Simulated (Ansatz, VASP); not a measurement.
One calculation of C, two programs

```
C
1.0
     0.00000    1.79521    1.79521
     1.79521    0.00000    1.79521
     1.79521    1.79521    0.00000
C
2
Direct
  0.50000 0.50000 0.50000
  0.75000 0.75000 0.75000
```

Change from the starting cell: volume scaled by 1.02, crystal datasets.

Alike in both runs: task electric field gradients; functional LDA; k mesh 20 × 20 × 20; occupations fermi-dirac, width 0.08 eV; no spin polarisation.

|  | VASP | Ansatz |
| --- | --- | --- |
| version | VASP 6.6.1 | Ansatz 0.2.0 |
| potentials or method | VASP PAW LDA potentials, release 64 (C), cutoff 520 eV | all-electron PAW with datasets made for the crystal, scalar-relativistic |

Ansatz gave:

* gap on the k mesh at the Fermi level (eV): 4.06
* pressure (GPa): -21.0

**Question.** What did VASP give for the same quantities?

**Answer.** gap on the k mesh at the Fermi level (eV): 4.05; pressure (GPa): -19.7.

LDA's correlation is that of Perdew and Zunger in VASP and of Perdew and Wang (1992) in Ansatz. Ansatz ran all-electron here, and VASP with PAW potentials.
